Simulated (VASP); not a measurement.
BeTe2, 3 atoms in the cell. It takes space group F-43m (No. 216, cubic). Conventional cell: a = 6.984 Å, b = 6.984 Å, c = 6.984 Å, α = 90.00°, β = 90.00°, γ = 90.00°. Be (site symmetry -43m) has 10 Te at 3.02 to 3.49 Å within 4.0 Å. Te (site symmetry -43m) has 4 Te at 3.02 Å and 6 Be at 3.49 Å within 4.0 Å. Te (site symmetry -43m) has 4 Be at 3.02 Å and 4 Te at 3.02 Å within 4.0 Å. 

```yaml
Program: VASP 6.6.1
Task: single point
Functional: PBE
Potentials_or_basis: VASP PAW PBE potentials, release 64 (Be, Te)
Cutoff: 600 eV
k_mesh: 5 × 5 × 5
Occupations: gaussian, width 0.2 eV
Spin: no spin polarisation
Dipole_correction: no
Further_INCAR_settings: ALGO = Normal; EDIFF = 1e-06; NBANDS = 14
```

Potentials or basis: VASP PAW PBE potentials, release 64 (Be, Te).

Command:

```console
$ cat potpaw_PBE.64/Be/POTCAR potpaw_PBE.64/Te/POTCAR > POTCAR
$ mpirun -np 1 vasp_std > vasp.out
```

Hardware: 1 thread of Intel Xeon 8259CL, with other jobs on the host.

Task: How long does it take, and how much memory?

Result: Wall time 24 s on 1 thread of Intel Xeon 8259CL, with other jobs on the host, peak memory 0.23 GiB. Counts: scf iterations 12, k points 10.
